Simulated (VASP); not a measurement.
# Al in VASP: notebook, part 2 of 2

VASP 6.6.1. The steps go on from the part before.

## Step 3: Single point, PBEsol (the part above a cut slid along it)

Input file INCAR:

```
PREC = Accurate
ENCUT = 520
EDIFF = 1E-7
ISMEAR = 0
SIGMA = 0.15
LREAL = F
LASPH = T
NELM = 60
ALGO = Fast
ISIF = 2
LWAVE = F
LCHARG = T
GGA = PS
LELF = T
LVHAR = T
NBANDS = 14
ISYM = 0
```

Input file KPOINTS:

```
Automatic mesh
0
Gamma
  16 16 5
```

Input file POSCAR:

```
Al
1.0
   -1.6063180831      1.6063180831     -1.6063180831
   -1.6063180831     -1.6063180831      1.6063180831
   -1.6063180831      5.4614814827      7.3890631825
Al
4
Direct
   -0.1750000000     -0.7000000000      0.8750000000
    0.4750000000      0.4000000000      0.1250000000
   -0.0750000000     -0.3000000000      0.3750000000
    0.3750000000      0.0000000000      0.6250000000
```

Potentials or basis: VASP PAW PBE potentials, release 64 (Al).

Launch:

```
$ cat potpaw_PBE.64/Al/POTCAR > POTCAR
$ mpirun -np 1 vasp_std > vasp.out
```

OUTCAR:

```text
PREC = Accurate
   ENCUT = 520
   EDIFF = 1E-7
   ISMEAR = 0
   LREAL = F
   LASPH = T
   NELM = 60
   ISIF = 2
   GGA = PS
   ISYM = 0

 ion  position               nearest neighbor table
   1  0.825  0.300  0.875-   2 2.65   4 2.78   4 2.78   2 2.93   2 2.93   4 3.21   4 3.21
   2  0.475  0.400  0.125-   1 2.65   3 2.78   3 2.78   1 2.93   1 2.93   3 3.21   3 3.21
   3  0.925  0.700  0.375-   2 2.78   2 2.78   4 2.78   4 2.78   2 3.21   4 3.21   4 3.21   2 3.21

   4  0.375  0.000  0.625-   3 2.78   1 2.78   3 2.78   1 2.78   1 3.21   3 3.21   1 3.21   3 3.21

IMPORTANT INFORMATION: All symmetrisations will be switched off!
NOSYMM: (Re-)initialisation of all symmetry stuff for point group C_1.

----------------------------------------------------------------------------------------

                                     Primitive cell

  volume of cell :      66.3154

  direct lattice vectors                    reciprocal lattice vectors
    -1.606318083  1.606318083 -1.606318083    -0.311270853  0.140071884 -0.171198969
    -1.606318083 -1.606318083  1.606318083    -0.311270853 -0.217889597  0.093381256
    -1.606318083  5.461481483  7.389063183     0.000000000  0.077817713  0.077817713

  length of vectors
     2.782224533  2.782224533  9.327716360     0.381862231  0.391261395  0.110050865

  position of ions in fractional coordinates (direct lattice)
     0.825000000  0.300000000  0.875000000
     0.475000000  0.400000000  0.125000000
     0.925000000  0.700000000  0.375000000
     0.375000000  1.000000000  0.625000000

  ion indices of the primitive-cell ions
   primitive index   ion index
                 1           1
                 2           2
                 3           3
                 4           4

----------------------------------------------------------------------------------------

 KPOINTS: Automatic mesh

Automatic generation of k-mesh.
 Grid dimensions read from file:
 generate k-points for:   16   16    5

 Generating k-lattice:

  Cartesian coordinates                     Fractional coordinates (reciprocal lattice)
    -0.019454428  0.008754493 -0.010699936     0.062500000  0.000000000  0.000000000
    -0.019454428 -0.013618100  0.005836328    -0.000000000  0.062500000 -0.000000000
     0.000000000  0.015563543  0.015563543     0.000000000  0.000000000  0.200000000

  Length of vectors
     0.023866389  0.024453837  0.022010173

  Shift w.r.t. Gamma in fractional coordinates (k-lattice)
     0.000000000  0.000000000  0.000000000

 -----------------------------------------------------------------------------
|                                                                             |
|           W    W    AA    RRRRR   N    N  II  N    N   GGGG   !!!           |
|           W    W   A  A   R    R  NN   N  II  NN   N  G    G  !!!           |
|           W    W  A    A  R    R  N N  N  II  N N  N  G       !!!           |
|           W WW W  AAAAAA  RRRRR   N  N N  II  N  N N  G  GGG   !            |
|           WW  WW  A    A  R   R   N   NN  II  N   NN  G    G                |
|           W    W  A    A  R    R  N    N  II  N    N   GGGG   !!!           |
|                                                                             |
|     Your reciprocal lattice and k-lattice belong to different lattice       |
|     classes:                                                                |
|                                                                             |
|        The reciprocal lattice is base-centered monoclinic,                  |
|        whereas your k-lattice is triclinic.                                 |
|                                                                             |
|     Results are often still useful ...                                      |
[... 51 lines left out ...]
   LNONCOLLINEAR =      F non collinear calculations
   LSORBIT =      F    spin-orbit coupling
   LASPH  =      T    aspherical Exc in radial PAW
   ENCUT  =  520.0 eV  38.22 Ry    6.18 a.u.   5.17  5.17 17.34*2*pi/ulx,y,z
   NELM   =     60;   NELMIN=  2; NELMDL= -5     # of ELM steps
   EDIFF  = 0.1E-06   stopping-criterion for ELM
   LREAL  =      F    real-space projection
   EDIFFG = 0.1E-05   stopping-criterion for IOM
   NSW    =      0    number of steps for IOM
   IBRION =     -1    ionic relax: 0-MD 1-quasi-New 2-CG
   NFREE  =      0    steps in history (QN), initial steepest desc. (CG)
   ISIF   =      2    stress and relaxation
   ISYM   =      0    0-nonsym 1-usesym 2-fastsym
   POTIM  = 0.5000    time-step for ionic-motion
   TEBEG  =    0.0;   TEEND  =   0.0 temperature during run
   PSTRESS=    0.0 pullay stress
   NELECT =      12.0000    total number of electrons
   NUPDOWN=      -1.0000    fix difference up-down
   EMIN   =  10.00;   EMAX   =-10.00  energy-range for DOS
   EFERMI =   0.00;   METHOD = LEGACY
   ISMEAR =     0;   SIGMA  =   0.15  broadening in eV -4-tet -1-fermi 0-gaus
   EFERMI_NEDOS =   21; number of points for ismear=-14 and -15
   IALGO  =     68    algorithm
   IMIX   =      4    mixing-type and parameters
     AMIX     =   0.40;   BMIX     =  1.00
     AMIX_MAG =   1.60;   BMIX_MAG =  1.00
  volume/ion in A,a.u.               =      16.58       111.88
  Fermi-wavevector in a.u.,A,eV,Ry     =   0.925970  1.749830 11.665920  0.857421
  Thomas-Fermi vector in A             =   2.051882
   LORBIT       =      0    0 simple, 1 ext, 2 COOP (PROOUT), +10 PAW based schemes
   GGA     = PS    functional components
   LHFCALC =     F    Hartree Fock is set to
   AEXX    =    0.0000 exact exchange contribution
   IVDW    =     0    specifies the selected vdW correction
   LEPSILON=     F    determine dielectric tensor
   LRPA    =     F    only Hartree local field effects (RPA)
 non-spin polarized calculation
 RMM-DIIS sequential band-by-band and
 Gauss-broadening in eV      SIGMA  =   0.15
  energy-cutoff  :      520.00
  volume of cell :       66.32
 maximum number of plane-waves:      1802
 NGX is ok and might be reduce to    24
   NGX = 11   NGY = 11   NGZ = 35

 number of electron      12.0000000 magnetization

 Free energy of the ion-electron system (eV)
  ---------------------------------------------------
  ext. energy  EPLUGINS =         0.00000000
  ---------------------------------------------------
  free energy    TOTEN  =       -16.00341702 eV

  energy without entropy =      -15.98362937  energy(sigma->0) =      -15.99352319

 E-fermi :   7.8757     XC(G=0): -10.2391

 val. band max:        7.8712810698   @ k =   0.1250   0.3125   0.4000
 cond. band min:       7.8792162008   @ k =  -0.0000  -0.1875   0.4000
 fundamental gap:      0.0079351310
 Fermi energy:         7.8757168893

 k-point     1 :       0.0000    0.0000    0.0000
  band No.  band energies     occupation
      1      -3.1990      2.00000
      2      -1.4180      2.00000
      3      -1.4163      2.00000
      4       3.5792      2.00000
      5       4.0471      2.00000
      6      12.1183      0.00000
      7      12.1760      0.00000
      8      16.1147      0.00000
      9      16.1748      0.00000
     10      16.9779      0.00000
     11      17.1288      0.00000
     12      17.8701      0.00000
     13      18.1409      0.00000
     14      18.4664      0.00000
[... 377 lines left out ...]
      1      -2.8901      2.00000
      2      -1.2007      2.00000
      3      -1.0236      2.00000
      4       3.8093      2.00000
      5       4.4039      2.00000
      6      12.1153      0.00000
      7      12.6223      0.00000
      8      13.2373      0.00000
      9      14.1038      0.00000
     10      15.4934      0.00000
     11      17.0958      0.00000
     12      17.8104      0.00000
     13      18.0123      0.00000
     14      18.1540      0.00000

 [... further k-points ...]

------------------------ aborting loop because EDIFF is reached ----------------------------------------

  FORCE on cell =-STRESS in cart. coord.  units (eV):
  Direction    XX          YY          ZZ          XY          YZ          ZX
  --------------------------------------------------------------------------------------
  -------------------------------------------------------------------------------------
  Total       -0.3123917      0.1303106      0.7080832      0.0865906     -0.2348598      0.0516642
  in kB       -7.5473672      3.1482970     17.1072505      2.0920253     -5.6741989      1.2482054
  external PRESSURE =       4.2360601 kB  Pullay stress =       0.0000000 kB

 VOLUME and BASIS-vectors are now :
 -----------------------------------------------------------------------------
  energy-cutoff  :      520.00
  volume of cell :       66.32
      direct lattice vectors                 reciprocal lattice vectors
    -1.606318083  1.606318083 -1.606318083    -0.311270853  0.140071884 -0.171198969
    -1.606318083 -1.606318083  1.606318083    -0.311270853 -0.217889597  0.093381256
    -1.606318083  5.461481483  7.389063183     0.000000000  0.077817713  0.077817713

 POSITION                                       TOTAL-FORCE (eV/Angst)
 -----------------------------------------------------------------------------------
     -3.21264      5.62211      5.62211         0.000531      0.022430     -0.250441
     -1.60632      0.80316      0.80316        -0.000530     -0.022430      0.250441
     -3.21264      2.40948      2.40948        -0.001901      0.005683     -0.033902
     -1.60632      4.01580      4.01580         0.001899     -0.005683      0.033902
 -----------------------------------------------------------------------------------
    total drift:                                0.000001      0.000000      0.000000

  FREE ENERGIE OF THE ION-ELECTRON SYSTEM (eV)
  ---------------------------------------------------
  free  energy   TOTEN  =       -16.0034170162 eV

  energy  without entropy=      -15.9836293718  energy(sigma->0) =      -15.99352319
```

Wall time 14 min (1 thread of Oxide Virtual Turin-like, shared host); peak memory 0.49 GiB.

Results:

```
Free energy            : -16.0034 eV
Pressure               : 0.4 GPa
Largest force          : 0.251 eV/Å
Band gap on the k mesh : zero (bands 6 and 7 overlap by 6.34 eV)
```

Forces on the atoms (eV/Å):
```
Al   0.001  0.022 -0.250
Al  -0.001 -0.022  0.250
Al  -0.002  0.006 -0.034
Al   0.002 -0.006  0.034
```

Levels at points of the mesh, in eV from the Fermi level:
| k point | band 3 | band 4 | band 5 | band 6 | band 7 | band 8 | band 9 | band 10 |
| --- | --- | --- | --- | --- | --- | --- | --- | --- |
| (0.00, 0.00, 0.00) | -9.29 | -4.30 | -3.83 | 4.24 | 4.30 | 8.24 | 8.30 | 9.10 |
| (0.50, 0.00, 0.00) | -4.50 | -4.31 | -4.00 | -3.37 | 0.15 | 0.43 | 1.69 | 1.90 |
| (0.00, 0.50, 0.00) | -5.23 | -5.11 | -2.59 | -2.28 | -1.53 | -1.22 | 3.80 | 3.95 |
| (0.50, 0.50, 0.00) | -3.29 | -3.08 | -1.41 | -1.06 | 0.32 | 1.27 | 2.26 | 2.31 |

Caveat: the cell differs from its parent crystal (the part above a cut slid along it); the PAW data sets were made with another functional, which shifts forces and pressure a little.
